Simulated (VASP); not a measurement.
Runs of VASP 6.6.1 on Si2Mo (MoSi2 type). The structure is that of space group I4/mmm (No. 139), or close to it. The cells are those of the table. 

| cell | gap on the mesh (eV) | pressure (GPa) | largest force (eV/Å) |
| --- | --- | --- | --- |
| a = 3.907 Å, angles 140.1, 140.1, 57.6°, 3 atoms | none | 293.8 | 0.05 |
| a = 4.074 Å, angles 139.5, 139.5, 58.5°, 3 atoms | none | (b) | 0.03 |
| a = 4.200 Å, angles 139.2, 139.2, 59.1°, 3 atoms | none | (a) | 0.02 |
| a = 4.320 Å, angles 138.9, 138.9, 59.5°, 3 atoms | none | 39.0 | 0.02 |

Alike in all rows: task single point; level LDA; potentials or basis VASP PAW LDA potentials, release 64 (Mo_sv, Si); no spin polarisation; k mesh 15 × 15 × 15; cutoff (eV) 520; smearing fermi-dirac 0.05 eV.

**Question.** Estimate the missing entries.

**Answer.** (a) 82.4; (b) 150.2.

A k mesh can miss the band edges, and the runs leave out spin-orbit coupling on Mo.

A gap of «none» marks levels without a gap at the run's occupations.
